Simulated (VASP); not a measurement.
The system is AlP.

```xyz
2
Lattice="0.0000 2.7534 2.7534 2.7534 0.0000 2.7534 2.7534 2.7534 0.0000" Properties=species:S:1:pos:R:3 pbc="T T T"
Al    0.0000    0.0000    0.0000
P     1.3767    1.3767    1.3767
```

Base run:

- Program: VASP 6.6.1
- Functional: r2SCAN
- Potentials or basis: VASP PAW PBE potentials, release 64 (Al, P)
- Cutoff: 550 eV
- k mesh: 8 × 8 × 8
- Occupations: fermi-dirac, width 0.02 eV
- Spin: no spin polarisation

Its results: band gap on the k mesh 1.96 eV (least direct gap 3.77 eV); pressure -1.6 GPa.

Problem. The run is repeated on the same cell with these changes: functional from r2SCAN to PBEsol; cutoff from 550 eV to 500 eV; occupations from fermi-dirac, width 0.02 eV to gaussian, width 0.02 eV. What comes out?

Solution. Band gap on the k mesh 1.49 eV (least direct gap 2.99 eV); pressure -1.6 GPa.

Caveats: the PAW data sets were made with another functional, which shifts forces and pressure a little.

A k mesh can miss the band edges.
